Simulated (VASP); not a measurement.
Wanted: the native input for a VASP 6.6.1 run.

| Quantity | Value |
| --- | --- |
| Task | single point |
| Functional | PBE |
| Potentials or basis | VASP PAW PBE potentials, release 64 (In_d, P) |
| Cutoff | 520 eV |
| k mesh | 1 × 1 × 15 |
| Occupations | gaussian, width 0.05 eV |
| Spin | collinear spin |
| Starting moments | [0.5, 0.5] μB |
| Dipole correction | no |
| Further INCAR settings | ALGO = Normal; EDIFF = 1e-06; NBANDS = 20 |

The structure of InP lies in POSCAR:

```
InP
1.0
   10.1000000000      0.0000000000      0.0000000000
    0.0000000000      9.3000000000      0.0000000000
    0.0000000000      0.0000000000      4.3167376621
In P
1 1
Direct
    0.4491165199      0.5000000000      0.0000000000
    0.5508834801      0.5000000000      0.5000000000
```

One way to write it, as run:

INCAR

```
SYSTEM = InP
ALGO = Normal
EDIFF = 1E-6
ENCUT = 520
GGA = PE
ISIF = 2
ISMEAR = 0
ISPIN = 2
LASPH = .True.
LCHARG = .True.
LELF = .True.
LORBIT = 11
LREAL = .False.
LVHAR = .True.
LWAVE = .False.
MAGMOM = 0.5 0.5
NBANDS = 20
NELM = 150
PREC = Accurate
SIGMA = 0.05
```

KPOINTS

```
k-points
0
Gamma
  1 1 15
  0 0 0
```

Potentials or basis: VASP PAW PBE potentials, release 64 (In_d, P).

Launch:

```console
$ cat potpaw_PBE.64/In_d/POTCAR potpaw_PBE.64/P/POTCAR > POTCAR
$ mpirun -np 1 vasp_std > vasp.out
```

It gave:

- Largest force: 0.021 eV/Å
- Band gap on the k mesh: 0.45 eV
- Net moment: 0.00 μB per cell
- Valence electrons inside the program's atomic spheres: In 11.41; P 2.47

Caveat: spin-orbit coupling is left out, which moves the levels of the heavy elements.

Wall time 2.3 min on 1 thread of AMD EPYC 9R45 96-Core Processor (Zen 5), on a shared host, peak memory 0.55 GiB.
